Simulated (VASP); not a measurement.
A run of VASP 6.6.1 is set up as follows.

The input INCAR:

```
SYSTEM = Co
PREC     = Accurate       ! precision mode
ENCUT    = 520            ! plane-wave cutoff, eV
EDIFF    = 1E-6           ! SCF threshold, eV
ISMEAR   = 0              ! smearing method
SIGMA    = 0.15           ! smearing width, eV
LREAL    = .False.        ! projectors in reciprocal space
LASPH    = .True.         ! aspherical terms in the spheres
NELM     = 150            ! most SCF steps
ALGO     = Normal         ! electronic algorithm
ISIF     = 2              ! what is computed and relaxed
LWAVE    = .False.        ! write WAVECAR
LCHARG   = .False.        ! write CHGCAR
ISPIN    = 2              ! spin polarisation
MAGMOM   = 1.65 1.65      ! initial moments
LORBIT   = 11             ! projections on sites
NUPDOWN  = 3.3            ! fixed moment
LMAXMIX  = 4              ! l up to which the mixer works
NBANDS   = 20             ! bands
```

KPOINTS

```
Automatic mesh
0
Gamma
  24 24 12
  0 0 0
```

File POSCAR:

```
Co
1.0
    2.6163140353      0.0000000000      0.0000000000
   -1.3081570176      2.2657944189      0.0000000000
    0.0000000000      0.0000000000      4.2202892192
Co
2
Direct
    0.6666666667      0.3333333333      0.2500000000
    0.3333333333      0.6666666667      0.7500000000
```

Potentials or basis: VASP PAW LDA potentials, release 64 (Co).

The run is started by

```console
$ cat potpaw_LDA.64/Co/POTCAR > POTCAR
$ mpirun -np 1 vasp_std > vasp.out
```

Problem. Estimate the pressure.

Solution. -35.7 GPa.

Caveat: the total moment is fixed, so each spin has its own Fermi level.
